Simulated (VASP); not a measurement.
TiAl3: single point with PBEsol

TiAl3:

```
CELL_PARAMETERS angstrom
3.70108 0.00000 0.00000
0.00000 3.70108 0.00000
0.00000 0.00000 8.65392
ATOMIC_POSITIONS crystal
Ti 0.00000 0.00000 0.00000
Ti 0.50000 0.50000 0.50000
Al 0.50000 0.50000 0.00000
Al 0.00000 0.50000 0.25000
Al 0.50000 0.00000 0.25000
Al 0.00000 0.00000 0.50000
Al 0.50000 0.00000 0.75000
Al 0.00000 0.50000 0.75000
```

This cell differs from its parent crystal: biaxial strain in the a-b plane: -3.0 %, then relaxed in part.

```yaml
Program: VASP 6.6.1
Task: single point
Functional: PBEsol
Potentials_or_basis: VASP PAW PBE potentials, release 64 (Ti_sv, Al)
Cutoff: 520 eV
k_mesh: 10 × 10 × 4
Occupations: gaussian, width 0.1 eV
Spin: no spin polarisation
Dipole_correction: no
Further_INCAR_settings: ALGO = Fast; EDIFF = 1e-06; NBANDS = 31
```

| Item | Value |
| --- | --- |
| Pressure | 6.5 GPa |
| Band gap on the k mesh | zero (bands 21 and 22 overlap by 2.39 eV) |

Stress tensor (GPa, compression positive):
```
9.71 0.00 0.00
0.00 9.71 0.00
0.00 0.00 0.08
```

Levels at points of the mesh, in eV from the Fermi level:
```
           k point  band 19  band 20  band 21  band 22  band 23  band 24
(0.00, 0.00, 0.00)    -0.66    -0.32     0.75     0.75     0.94     1.04
(0.50, 0.00, 0.00)    -0.94    -0.94     0.40     0.40     2.05     2.05
(0.50, 0.50, 0.00)    -2.36    -2.36    -1.17    -1.17     2.01     2.01
(0.00, 0.00, 0.50)    -0.52    -0.52     0.99     0.99     1.38     1.38
(0.50, 0.00, 0.50)    -0.45    -0.45     0.61     0.61     2.05     2.05
(0.50, 0.50, 0.50)    -1.90    -1.90    -1.39    -1.39     0.75     0.75
```

It took 8.7 min on 1 thread of Intel(R) Xeon(R) Platinum 8259CL CPU @ 2.50GHz (Skylake/Cascade Lake), with other jobs on the host, peak memory 0.33 GiB.

Caveat: the cell differs from its parent crystal (biaxial strain in the a-b plane: -3.0 %, then relaxed in part); the cell stands under pressure; the PAW data sets were made with another functional, which shifts forces and pressure a little.
